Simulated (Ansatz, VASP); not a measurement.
Two plane-wave programs on PbSe

```
Pb Se
1.0
     3.78432    0.00000   -0.05676
     0.00000    3.78432    0.00000
    -0.05676    0.00000    3.78432
Pb Se
1 1
Direct
  0.00000 0.00000 0.00000
  0.50000 0.50000 0.50000
```

Change from the starting cell: strain -0.0300 x Voigt [0, 0, 0, 0, 1, 0], atoms carried along.

Alike in both runs: task single point; functional PBE; dispersion D3(BJ); k mesh 12 × 12 × 12; occupations gaussian, width 0.15 eV; no spin polarisation.

|  | VASP | Ansatz |
| --- | --- | --- |
| version | VASP 6.6.1 | Ansatz 0.2.0 |
| potentials or method | VASP PAW PBE potentials, release 64 (Pb_d, Se), cutoff 520 eV | scalar-relativistic, plane waves, PAW |
| valence electrons in the cell | 20 | 30 |

Ansatz gave:

| Property | Result |
| --- | --- |
| gap on the k mesh at the Fermi level (eV) | none |
| pressure (GPa) | -2.2 |
| traceless stress, the component that is largest in VASP (GPa) | 0.20 |

What did VASP give for the same quantities?

gap on the k mesh at the Fermi level (eV): none; pressure (GPa): -2.2; traceless stress, the component that is largest in VASP (GPa): 0.21.

A gap of «none» marks a metal or a gap that the smearing closes. VASP's potentials hold 20 valence electrons a cell and Ansatz's 30, so a difference there can come from the potentials and not from the codes.

Spin-orbit coupling is off throughout.
